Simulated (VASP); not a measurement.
# Hf2N (Pnnm) in VASP: further runs, part 2 of 2

VASP 6.6.1. The steps go on from the part before.

**3. Single point, LDA (atoms displaced along a vibrational mode, the cell strained)**

Contents of INCAR:

```
SYSTEM = Hf2N
PREC = Accurate ; ENCUT = 520
EDIFF = 1E-6 ; ISMEAR = 0
SIGMA = 0.15 ; LREAL = .FALSE.
LASPH = .TRUE. ; NELM = 60
ALGO = Normal ; ISIF = 2
LWAVE = .FALSE. ; LCHARG = .FALSE.
GGA = CA ; NBANDS = 34
```

Contents of KPOINTS:

```
regular mesh
0
G
  8 8 12
  0 0 0
```

Contents of POSCAR:

```
Hf2N
1.0
    5.4359841404      0.0000000000      0.0000000000
    0.0000000000      5.2521585898      0.0000000000
    0.0000000000      0.0000000000      3.2005839592
Hf N
4 2
Direct
    0.3092031779      0.2816036895      0.0000000000
    0.6907968221      0.7183963105      0.0000000000
    0.8092031779      0.2183963105      0.5000000000
    0.1907968221      0.7816036895      0.5000000000
    0.0000000000      0.0000000000      0.0000000000
    0.5000000000      0.5000000000      0.5000000000
```

Potentials or basis: VASP PAW LDA potentials, release 64 (Hf_pv, N).

Run with:

```console
> cat potpaw_LDA.64/Hf_pv/POTCAR potpaw_LDA.64/N/POTCAR > POTCAR
> mpirun -np 1 vasp_std > vasp.out
```

OUTCAR:

```text
SYSTEM = Hf2N
   PREC = Accurate
   ENCUT = 520
   EDIFF = 1E-6
   ISMEAR = 0
   LREAL = .FALSE.
   LASPH = .TRUE.
   NELM = 60
   ISIF = 2
   GGA = CA

 ion  position               nearest neighbor table
   1  0.309  0.282  0.000-   6 2.23   6 2.23   5 2.24   2 3.09   4 3.14   4 3.14   4 3.14   4 3.14
                             3 3.17   3 3.17   3 3.17   3 3.17   2 3.61
   2  0.691  0.718  0.000-   6 2.23   6 2.23   5 2.24   1 3.09   3 3.14   3 3.14   3 3.14   3 3.14
                             4 3.17   4 3.17   4 3.17   4 3.17   1 3.61
   3  0.809  0.218  0.500-   5 2.23   5 2.23   6 2.24   4 3.09   2 3.14   2 3.14   2 3.14   2 3.14
                             1 3.17   1 3.17   1 3.17   1 3.17   4 3.61
   4  0.191  0.782  0.500-   5 2.23   5 2.23   6 2.24   3 3.09   1 3.14   1 3.14   1 3.14   1 3.14
                             2 3.17   2 3.17   2 3.17   2 3.17   3 3.61
   5  0.000  0.000  0.000-   3 2.23   4 2.23   3 2.23   4 2.23   1 2.24   2 2.24
   6  0.500  0.500  0.500-   1 2.23   2 2.23   1 2.23   2 2.23   3 2.24   4 2.24

  LATTYP: Found a simple orthorhombic cell.
 ALAT       =     3.2005839592
 B/A-ratio  =     1.6410000977
 C/A-ratio  =     1.6984351011

  Lattice vectors:

 A1 = (   0.0000000000,   0.0000000000,  -3.2005839592)
 A2 = (   0.0000000000,   5.2521585898,   0.0000000000)
 A3 = (   5.4359841404,   0.0000000000,   0.0000000000)

Analysis of symmetry for initial positions (statically):
=====================================================================
 Subroutine PRICEL returns:
 Original cell was already a primitive cell.

 Routine SETGRP: Setting up the symmetry group for a
 simple orthorhombic supercell.

 Subroutine GETGRP returns: Found  8 space group operations
 (whereof  4 operations were pure point group operations)
 out of a pool of  8 trial point group operations.

The static configuration has the point symmetry C_2h.
 The point group associated with its full space group is D_2h.

Analysis of symmetry for dynamics (positions and initial velocities):
=====================================================================
[... 138 lines left out ...]
     AMIX     =   0.40;   BMIX     =  1.00
     AMIX_MAG =   1.60;   BMIX_MAG =  1.00
  volume/ion in A,a.u.               =      15.23       102.78
  Fermi-wavevector in a.u.,A,eV,Ry     =   1.339008  2.530358 24.394453  1.792942
  Thomas-Fermi vector in A             =   2.467433
   LORBIT       =      0    0 simple, 1 ext, 2 COOP (PROOUT), +10 PAW based schemes
   GGA     = CA    functional components
   LHFCALC =     F    Hartree Fock is set to
   AEXX    =    0.0000 exact exchange contribution
   IVDW    =     0    specifies the selected vdW correction
   LEPSILON=     F    determine dielectric tensor
   LRPA    =     F    only Hartree local field effects (RPA)
 non-spin polarized calculation
 Gauss-broadening in eV      SIGMA  =   0.15
  energy-cutoff  :      520.00
  volume of cell :       91.38
 maximum number of plane-waves:      2488
   NGX = 21   NGY = 19   NGZ = 11

 number of electron      50.0000004 magnetization

 Free energy of the ion-electron system (eV)
  ---------------------------------------------------
  ext. energy  EPLUGINS =         0.00000000
  ---------------------------------------------------
  free energy    TOTEN  =       -69.53122815 eV

  energy without entropy =      -69.50318433  energy(sigma->0) =      -69.51720624

 E-fermi :   5.7803     XC(G=0): -12.1962

 val. band max:        5.7741898995   @ k =   0.0000   0.0000   0.0000
 cond. band min:       5.7840189541   @ k =   0.3750   0.5000   0.2500
 fundamental gap:      0.0098290545
 Fermi energy:         5.7802581003

 k-point     1 :       0.0000    0.0000    0.0000
  band No.  band energies     occupation
      1     -25.1906      2.00000
      2     -24.7087      2.00000
      3     -24.6491      2.00000
      4     -24.6407      2.00000
      5     -24.3790      2.00000
      6     -24.2675      2.00000
[... 877 lines left out ...]
     33       9.6674      0.00000
     34       9.6674      0.00000

 [... further k-points ...]
[... 5 lines left out ...]
  --------------------------------------------------------------------------------------
  -------------------------------------------------------------------------------------
  Total       -5.3116967     -4.6242926     -2.6593794      0.0000000      0.0000000      0.0000000
  in kB      -93.1319329    -81.0794235    -46.6278768      0.0000000      0.0000000      0.0000000
  external PRESSURE =     -73.6130777 kB  Pullay stress =       0.0000000 kB

 VOLUME and BASIS-vectors are now :
 -----------------------------------------------------------------------------
  energy-cutoff  :      520.00
  volume of cell :       91.38
      direct lattice vectors                 reciprocal lattice vectors
     5.435984140  0.000000000  0.000000000     0.183959330  0.000000000  0.000000000
     0.000000000  5.252158590  0.000000000     0.000000000  0.190397906  0.000000000
     0.000000000  0.000000000  3.200583959     0.000000000  0.000000000  0.312442983

 POSITION                                       TOTAL-FORCE (eV/Angst)
 -----------------------------------------------------------------------------------
      1.68082      1.47903      0.00000         0.117393      0.043167      0.000000
      3.75516      3.77313      0.00000        -0.117393     -0.043167     -0.000000
      4.39882      1.14705      1.60029         0.117393     -0.043167      0.000000
      1.03717      4.10511      1.60029        -0.117393      0.043167      0.000000
      0.00000      0.00000      0.00000         0.000000      0.000000      0.000000
      2.71799      2.62608      1.60029         0.000000      0.000000      0.000000
 -----------------------------------------------------------------------------------
    total drift:                               -0.000000      0.000000      0.000000

  FREE ENERGIE OF THE ION-ELECTRON SYSTEM (eV)
  ---------------------------------------------------
  free  energy   TOTEN  =       -69.5312281486 eV

  energy  without entropy=      -69.5031843272  energy(sigma->0) =      -69.51720624
```

OSZICAR:

```text
N       E                     dE             d eps       ncg     rms          rms(c)
DAV:   1     0.215363487996E+03    0.21536E+03   -0.27516E+04 11908   0.144E+03
DAV:   2    -0.625539573572E+02   -0.27792E+03   -0.26647E+03 14620   0.353E+02
DAV:   3    -0.764706172501E+02   -0.13917E+02   -0.13490E+02 15380   0.566E+01
DAV:   4    -0.767031733793E+02   -0.23256E+00   -0.23111E+00 14792   0.744E+00
DAV:   5    -0.767082085531E+02   -0.50352E-02   -0.50281E-02 15316   0.901E-01    0.103E+02
DAV:   6    -0.700758916870E+02    0.66323E+01   -0.38551E+01 14058   0.244E+01    0.742E+01
DAV:   7    -0.698273223561E+02    0.24857E+00   -0.64073E+00 14112   0.112E+01    0.191E+01
DAV:   8    -0.695382734436E+02    0.28905E+00   -0.12778E+00 14806   0.444E+00    0.267E+00
DAV:   9    -0.695343828866E+02    0.38906E-02   -0.14053E-01 14172   0.166E+00    0.287E+00
DAV:  10    -0.695314657086E+02    0.29172E-02   -0.25275E-02 14512   0.723E-01    0.101E+00
DAV:  11    -0.695314398156E+02    0.25893E-04   -0.47724E-03 14614   0.307E-01    0.748E-01
DAV:  12    -0.695312342247E+02    0.20559E-03   -0.59227E-04 14228   0.101E-01    0.337E-01
DAV:  13    -0.695312280413E+02    0.61834E-05   -0.12727E-04 14800   0.469E-02    0.334E-02
DAV:  14    -0.695312281486E+02   -0.10725E-06   -0.31213E-06 13096   0.926E-03
   1 F= -.69531228E+02 E0= -.69517206E+02  d E =-.280438E-01
```

Wall time 5.8 min (1 thread of Intel Xeon Platinum 8488C (Sapphire Rapids), shared host); peak memory 0.48 GiB.

What came out:

- Free energy: -69.5312 eV
- Pressure: -7.4 GPa
- Largest force: 0.125 eV/Å
- Band gap on the k mesh: zero (bands 25 and 26 overlap by 2.50 eV)

Forces on the atoms (eV/Å):
```
Hf   0.117  0.043  0.000
Hf  -0.117 -0.043  0.000
Hf   0.117 -0.043  0.000
Hf  -0.117  0.043  0.000
N    0.000  0.000  0.000
N    0.000  0.000  0.000
```

Stress tensor (GPa, compression positive):
```
-9.31  0.00  0.00
 0.00 -8.11  0.00
 0.00  0.00 -4.66
```

Levels at points of the mesh, in eV from the Fermi level:
```tsv
k point	band 22	band 23	band 24	band 25	band 26	band 27	band 28	band 29	band 30	band 31
(0.00, 0.00, 0.00)	-2.09	-0.01	0.77	1.02	1.08	1.23	1.49	1.83	1.99	2.69
(0.50, 0.00, 0.00)	-2.54	-1.06	-1.06	1.21	1.21	2.11	2.11	2.25	2.25	3.52
(0.00, 0.50, 0.00)	-2.29	-0.97	-0.97	1.40	1.40	1.68	1.68	1.94	1.94	4.02
(0.50, 0.50, 0.00)	-1.71	-1.38	-1.38	1.01	1.01	1.16	1.16	2.15	2.15	2.30
(0.00, 0.00, 0.50)	-1.45	-1.21	-1.21	-1.09	-1.09	2.18	2.18	3.70	3.70	4.36
(0.50, 0.00, 0.50)	-2.12	-1.16	-1.16	-0.86	-0.86	2.14	2.14	4.35	4.35	4.62
(0.00, 0.50, 0.50)	-1.67	-0.89	-0.89	-0.85	-0.85	1.43	1.43	3.00	3.00	4.34
(0.50, 0.50, 0.50)	-1.63	-0.89	-0.89	-0.34	-0.34	1.32	1.32	2.90	2.90	4.84
```

Caveat: the cell differs from its parent crystal (atoms displaced along a vibrational mode, the cell strained); the cell stands under tension; spin-orbit coupling is left out, which moves the levels of the heavy elements.
